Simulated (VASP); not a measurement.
# Mo (Fd-3m) in VASP: further runs, part 2 of 3

VASP 6.6.1. The steps go on from the part before.

## Step 4: Single point, LDA (volume scaled by 1.12)

INCAR

```
SYSTEM = Mo
ALGO = Normal
EDIFF = 1E-6
ENCUT = 520
ISIF = 2
ISMEAR = -1
LASPH = .True.
LCHARG = .False.
LREAL = .False.
LWAVE = .False.
NBANDS = 21
NELM = 100
PREC = Accurate
SIGMA = 0.1
```

KPOINTS

```
k-points
0
Gamma
  11 11 11
  0 0 0
```

POSCAR

```
Mo
1.0
    0.0000000000      2.8920887544      2.8920887544
    2.8920887544      0.0000000000      2.8920887544
    2.8920887544      2.8920887544      0.0000000000
Mo
2
Direct
    0.1250000000      0.1250000000      0.1250000000
    0.8750000000      0.8750000000      0.8750000000
```

Potentials or basis: VASP PAW LDA potentials, release 64 (Mo_sv).

Started as:

```sh
cat potpaw_LDA.64/Mo_sv/POTCAR > POTCAR
mpirun -np 1 vasp_std > vasp.out
```

OUTCAR:

```text
SYSTEM = Mo
   EDIFF = 1E-6
   ENCUT = 520
   ISIF = 2
   ISMEAR = -1
   LASPH = .True.
   LREAL = .False.
   NELM = 100
   PREC = Accurate

 ion  position               nearest neighbor table
   1  0.125  0.125  0.125-   2 2.50   2 2.50   2 2.50   2 2.50
   2  0.875  0.875  0.875-   1 2.50   1 2.50   1 2.50   1 2.50

  LATTYP: Found a face centered cubic cell.
 ALAT       =     5.7841775088

  Lattice vectors:

 A1 = (   0.0000000000,   2.8920887544,   2.8920887544)
 A2 = (   2.8920887544,   0.0000000000,   2.8920887544)
 A3 = (   2.8920887544,   2.8920887544,   0.0000000000)

Analysis of symmetry for initial positions (statically):
[... 5 lines left out ...]
 face centered cubic supercell.

 Subroutine GETGRP returns: Found 48 space group operations
 (whereof 12 operations were pure point group operations)
 out of a pool of 48 trial point group operations.

The static configuration has the point symmetry D_3d.
 The point group associated with its full space group is O_h .

Analysis of symmetry for dynamics (positions and initial velocities):
[... 5 lines left out ...]
 face centered cubic supercell.

 Subroutine GETGRP returns: Found 48 space group operations
 (whereof 12 operations were pure point group operations)
 out of a pool of 48 trial point group operations.

The dynamic configuration has the point symmetry D_3d.
 The point group associated with its full space group is O_h .

 Subroutine INISYM returns: Found 48 space group operations
 (whereof 12 operations are pure point group operations),
 and found     1 'primitive' translations

----------------------------------------------------------------------------------------

                                     Primitive cell

  volume of cell :      48.3799

  direct lattice vectors                    reciprocal lattice vectors
     0.000000000  2.892088754  2.892088754    -0.172885427  0.172885427  0.172885427
     2.892088754  0.000000000  2.892088754     0.172885427 -0.172885427  0.172885427
     2.892088754  2.892088754  0.000000000     0.172885427  0.172885427 -0.172885427

  length of vectors
     4.090031140  4.090031140  4.090031140     0.299446344  0.299446344  0.299446344

  position of ions in fractional coordinates (direct lattice)
     0.125000000  0.125000000  0.125000000
     0.875000000  0.875000000  0.875000000

  ion indices of the primitive-cell ions
   primitive index   ion index
                 1           1
                 2           2

----------------------------------------------------------------------------------------

 KPOINTS: k-points

Automatic generation of k-mesh.
 Grid dimensions read from file:
 generate k-points for:   11   11   11

 Generating k-lattice:

  Cartesian coordinates                     Fractional coordinates (reciprocal lattice)
    -0.015716857  0.015716857  0.015716857     0.090909091  0.000000000  0.000000000
     0.015716857 -0.015716857  0.015716857     0.000000000  0.090909091  0.000000000
     0.015716857  0.015716857 -0.015716857     0.000000000  0.000000000  0.090909091

  Length of vectors
     0.027222395  0.027222395  0.027222395

  Shift w.r.t. Gamma in fractional coordinates (k-lattice)
     0.000000000  0.000000000  0.000000000

 Subroutine IBZKPT returns following result:
 ===========================================

 Found     56 irreducible k-points:

 Following reciprocal coordinates:
            Coordinates               Weight
  0.000000  0.000000  0.000000      1.000000
  0.090909  0.000000  0.000000      8.000000
  0.181818  0.000000  0.000000      8.000000
  0.272727  0.000000  0.000000      8.000000
  0.363636  0.000000  0.000000      8.000000
  0.454545  0.000000  0.000000      8.000000
[... 16 lines left out ...]
 -0.272727  0.181818  0.000000     24.000000
 -0.181818  0.181818  0.000000     12.000000
 [... further k-points ...]
   k-points           NKPTS =     56   k-points in BZ     NKDIM =     56   number of bands    NBANDS=     21
   number of dos      NEDOS =    301   number of ions     NIONS =      2
   total plane-waves  NPLWV =  27000
   dimension x,y,z NGX =    30 NGY =   30 NGZ =   30
   dimension x,y,z NGXF=    60 NGYF=   60 NGZF=   60
   ions per type =               2
   NGX,Y,Z   is equivalent  to a cutoff of  12.19, 12.19, 12.19 a.u.
   NGXF,Y,Z  is equivalent  to a cutoff of  24.39, 24.39, 24.39 a.u.
 SYSTEM =  Mo
   PREC   = accura    normal or accurate (medium, high low for compatibility)
   ISTART =      0    job   : 0-new  1-cont  2-samecut
   ICHARG =      2    charge: 1-file 2-atom 10-const
   ISPIN  =      1    spin polarized calculation?
   LNONCOLLINEAR =      F non collinear calculations
   LSORBIT =      F    spin-orbit coupling
   LASPH  =      T    aspherical Exc in radial PAW
   ENCUT  =  520.0 eV  38.22 Ry    6.18 a.u.   7.60  7.60  7.60*2*pi/ulx,y,z
   NELM   =    100;   NELMIN=  2; NELMDL= -5     # of ELM steps
   EDIFF  = 0.1E-05   stopping-criterion for ELM
   LREAL  =      F    real-space projection
   EDIFFG = 0.1E-04   stopping-criterion for IOM
   NSW    =      0    number of steps for IOM
   IBRION =     -1    ionic relax: 0-MD 1-quasi-New 2-CG
   NFREE  =      0    steps in history (QN), initial steepest desc. (CG)
   ISIF   =      2    stress and relaxation
   ISYM   =      2    0-nonsym 1-usesym 2-fastsym
   POTIM  = 0.5000    time-step for ionic-motion
   TEBEG  =    0.0;   TEEND  =   0.0 temperature during run
   PSTRESS=    0.0 pullay stress
   NELECT =      28.0000    total number of electrons
   NUPDOWN=      -1.0000    fix difference up-down
   EMIN   =  10.00;   EMAX   =-10.00  energy-range for DOS
   EFERMI =   0.00;   METHOD = LEGACY
   ISMEAR =    -1;   SIGMA  =   0.10  broadening in eV -4-tet -1-fermi 0-gaus
   EFERMI_NEDOS =   21; number of points for ismear=-14 and -15
   IALGO  =     38    algorithm
   IMIX   =      4    mixing-type and parameters
     AMIX     =   0.40;   BMIX     =  1.00
     AMIX_MAG =   1.60;   BMIX_MAG =  1.00
  volume/ion in A,a.u.               =      24.19       163.24
  Fermi-wavevector in a.u.,A,eV,Ry     =   1.364287  2.578130 25.324256  1.861280
  Thomas-Fermi vector in A             =   2.490616
   LORBIT       =      0    0 simple, 1 ext, 2 COOP (PROOUT), +10 PAW based schemes
   GGA     = CA    functional components
   LHFCALC =     F    Hartree Fock is set to
   AEXX    =    0.0000 exact exchange contribution
   IVDW    =     0    specifies the selected vdW correction
   LEPSILON=     F    determine dielectric tensor
   LRPA    =     F    only Hartree local field effects (RPA)
 non-spin polarized calculation
  energy-cutoff  :      520.00
  volume of cell :       48.38
 maximum number of plane-waves:      1321
   NGX = 15   NGY = 15   NGZ = 15

 number of electron      27.9999997 magnetization

 Free energy of the ion-electron system (eV)
  ---------------------------------------------------
  ext. energy  EPLUGINS =         0.00000000
  ---------------------------------------------------
  free energy    TOTEN  =       -19.40647834 eV

  energy without entropy =      -19.30977956  energy(sigma->0) =      -19.35812895

 E-fermi :   6.1068     XC(G=0): -10.8578

 val. band max:        6.0955386821   @ k =   0.3636   0.0000   0.0000
 cond. band min:       6.1177492422   @ k =   0.3636   0.1818   0.0000
 fundamental gap:      0.0222105601
 Fermi energy:         6.1067932024

 k-point     1 :       0.0000    0.0000    0.0000
  band No.  band energies     occupation
      1     -53.9809      2.00000
      2     -53.4006      2.00000
      3     -28.5173      2.00000
      4     -28.5173      2.00000
      5     -28.5173      2.00000
      6     -27.5383      2.00000
[... 13 lines left out ...]
     20      17.3341      0.00000
     21      18.1056      0.00000

 k-point     2 :       0.0909    0.0000    0.0000
  band No.  band energies     occupation
      1     -53.9724      2.00000
      2     -53.4097      2.00000
      3     -28.5272      2.00000
      4     -28.5272      2.00000
      5     -28.5163      2.00000
      6     -27.5394      2.00000
[... 13 lines left out ...]
     20      16.6551      0.00000
     21      18.1185      0.00000
[... 487 lines left out ...]
      5     -28.4015      2.00000
      6     -27.6520      2.00000
[... 13 lines left out ...]
     20      12.5639      0.00000
     21      14.0126      0.00000

 k-point    24 :      -0.1818    0.1818    0.0000
  band No.  band energies     occupation
      1     -53.8982      2.00000
      2     -53.4877      2.00000
      3     -28.6562      2.00000
      4     -28.5832      2.00000
      5     -28.4449      2.00000
      6     -27.6100      2.00000
[... 13 lines left out ...]
     20      14.3289      0.00000
     21      14.5699      0.00000

 [... further k-points ...]
[... 5 lines left out ...]
  --------------------------------------------------------------------------------------
  -------------------------------------------------------------------------------------
  Total       -3.2384613     -3.2384613     -3.2384613     -0.0000000      0.0000000      0.0000000
  in kB     -107.2468262   -107.2468262   -107.2468262     -0.0000000      0.0000000      0.0000000
  external PRESSURE =    -107.2468262 kB  Pullay stress =       0.0000000 kB

 VOLUME and BASIS-vectors are now :
 -----------------------------------------------------------------------------
  energy-cutoff  :      520.00
  volume of cell :       48.38
      direct lattice vectors                 reciprocal lattice vectors
     0.000000000  2.892088754  2.892088754    -0.172885427  0.172885427  0.172885427
     2.892088754  0.000000000  2.892088754     0.172885427 -0.172885427  0.172885427
     2.892088754  2.892088754  0.000000000     0.172885427  0.172885427 -0.172885427

 POSITION                                       TOTAL-FORCE (eV/Angst)
 -----------------------------------------------------------------------------------
      0.72302      0.72302      0.72302        -0.000000      0.000000      0.000000
      5.06116      5.06116      5.06116         0.000000     -0.000000     -0.000000
 -----------------------------------------------------------------------------------
    total drift:                               -0.000000      0.000000      0.000000

  FREE ENERGIE OF THE ION-ELECTRON SYSTEM (eV)
  ---------------------------------------------------
  free  energy   TOTEN  =       -19.4064783411 eV

  energy  without entropy=      -19.3097795618  energy(sigma->0) =      -19.35812895
```

OSZICAR:

```text
N       E                     dE             d eps       ncg     rms          rms(c)
DAV:   1     0.310870671887E+03    0.31087E+03   -0.17347E+04  2352   0.132E+03
DAV:   2    -0.130186890766E+02   -0.32389E+03   -0.31662E+03  2610   0.427E+02
DAV:   3    -0.198007517239E+02   -0.67821E+01   -0.66181E+01  2808   0.648E+01
DAV:   4    -0.198497548223E+02   -0.49003E-01   -0.48938E-01  2545   0.551E+00
DAV:   5    -0.198501729620E+02   -0.41814E-03   -0.41808E-03  2769   0.502E-01    0.120E+01
DAV:   6    -0.194785630762E+02    0.37161E+00   -0.81505E-01  2608   0.747E+00    0.420E+00
DAV:   7    -0.194166920895E+02    0.61871E-01   -0.87407E-02  2811   0.250E+00    0.110E+00
DAV:   8    -0.194064717344E+02    0.10220E-01   -0.14419E-02  2462   0.685E-01    0.162E-01
DAV:   9    -0.194064733614E+02   -0.16270E-05   -0.16408E-04  2752   0.109E-01    0.886E-02
DAV:  10    -0.194064783066E+02   -0.49453E-05   -0.20922E-05  2654   0.412E-02    0.978E-03
DAV:  11    -0.194064783411E+02   -0.34429E-07   -0.38318E-07  1551   0.494E-03
   1 F= -.19406478E+02 E0= -.19358129E+02  d E =-.966988E-01
```

It took 21 s on 1 thread of AMD EPYC 9R45 (Zen 5), shared host; peak memory 0.14 GiB.

What came out:

```
Free energy            : -19.4065 eV
Pressure               : -10.7 GPa
Band gap on the k mesh : zero (band 14 reaches 6.37 eV, above the bottom of band 15 at 5.90 eV)
```

Caveat: the cell differs from its parent crystal (volume scaled by 1.12).

## Step 5: Relaxation of cell and atoms, LDA

This run uses another cell than the first one, of 21.04 Å³/atom, 0.937 times its volume.

INCAR

```
  PREC = Accurate
  ENCUT = 600
  EDIFF = 1E-6
  ISMEAR = -1
  SIGMA = 0.1
  LREAL = False
  LASPH = True
  NELM = 80
  ALGO = Normal
  ISIF = 3
  LWAVE = False
  LCHARG = False
  GGA = CA
  IBRION = 2
  NSW = 80
  EDIFFG = -0.01
```

KPOINTS

```
regular mesh
0
Gamma
  10 10 10
```

POSCAR

```
Mo
1.0
    0.0000000000      2.7608283082      2.7608283082
    2.7608283082      0.0000000000      2.7608283082
    2.7608283082      2.7608283082      0.0000000000
Mo
2
Direct
    0.1250000000      0.1250000000      0.1250000000
    0.8750000000      0.8750000000      0.8750000000
```

Started as:

```sh
cat potpaw_LDA.64/Mo_sv/POTCAR > POTCAR
mpirun -np 1 vasp_std > vasp.out
```

Wall time 39 s (1 thread of AMD EPYC 9R45 (Zen 5), shared host); peak memory 0.15 GiB.

Results (log left out):

- Free energy: -19.5837 eV
- Relaxed volume: 21.73 Å³/atom
- Relaxed cell: a = 3.946 Å, b = 3.946 Å, c = 3.946 Å, α = 60.00°, β = 60.00°, γ = 60.00°
- Space group after relaxing (to 0.05 Å): Fd-3m (No. 227)
- Energy gained by relaxing: 8.6 meV/atom
- Ionic steps: 3
- Pressure after relaxing: 0.0 GPa
- Band gap on the k mesh: zero (band 14 reaches 7.63 eV, above the bottom of band 15 at 7.08 eV)

The path:
```
step  energy change (eV)  largest force (eV/Å)  pressure (GPa)  volume (Å³)
   1              0.0000                0.0000            4.19        42.09
   2              0.0187                0.0000           -5.27        45.53
   3             -0.0172                0.0000           -0.05        43.45
```

Final structure:
```yaml
crystal:
  lattice:
    - [0.00000, 2.79036, 2.79036]
    - [2.79036, 0.00000, 2.79036]
    - [2.79036, 2.79036, 0.00000]
  atoms:
    - { symbol: Mo, position: [0.12500, 0.12500, 0.12500] }
    - { symbol: Mo, position: [0.87500, 0.87500, 0.87500] }
```

Levels at points of the mesh, in eV from the Fermi level:
```tsv
k point	band 10	band 11	band 12	band 13	band 14	band 15	band 16	band 17	band 18
(0.00, 0.00, 0.00)	-2.45	-2.45	-1.39	-1.39	-1.39	1.36	1.36	1.36	4.65
(0.50, 0.00, 0.00)	-2.21	-2.18	-2.18	-1.72	-1.72	0.46	2.42	2.42	3.86
(0.50, 0.50, 0.00)	-3.29	-1.67	-1.67	0.10	0.10	0.52	0.52	4.19	4.19
```

[end of part 2 of 3]
